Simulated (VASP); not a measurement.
A run of VASP 6.6.1 is set up as follows.

INCAR

```
SYSTEM = MgO
PREC = Accurate ; ENCUT = 840
EDIFF = 1E-6 ; ISMEAR = -1
SIGMA = 0.01 ; LREAL = .FALSE.
LASPH = .TRUE. ; NELM = 120
ALGO = Normal ; ISIF = 2
LWAVE = .FALSE. ; LCHARG = .TRUE.
GGA = CA ; LELF = .TRUE.
LVHAR = .TRUE. ; NBANDS = 15
GGA_COMPAT = .FALSE.
```

KPOINTS

```
regular mesh
0
G
  8 8 8
  0 0 0
```

Contents of POSCAR:

```
MgO
1.0
    0.0000000000      2.1100000000      2.1100000000
    2.1100000000      0.0000000000      2.1100000000
    2.1100000000      2.1100000000      0.0000000000
Mg O
1 1
Direct
    0.0000000000      0.0000000000      0.0000000000
    0.5000000000      0.5000000000      0.5000000000
```

Potentials or basis: VASP PAW LDA potentials, release 64 (Mg_sv, O).

Launch:

```console
$ cat potpaw_LDA.64/Mg_sv/POTCAR potpaw_LDA.64/O/POTCAR > POTCAR
$ mpirun -np 1 vasp_std > vasp.out
```

Q: What does it give for the pressure?

A: -6.4 GPa.

Q: What does it give for the band gap on the k mesh?

A: 4.61 eV.

Caveat: the cell stands under tension. A hybrid or GW would open this gap; LDA tends to underestimate it.
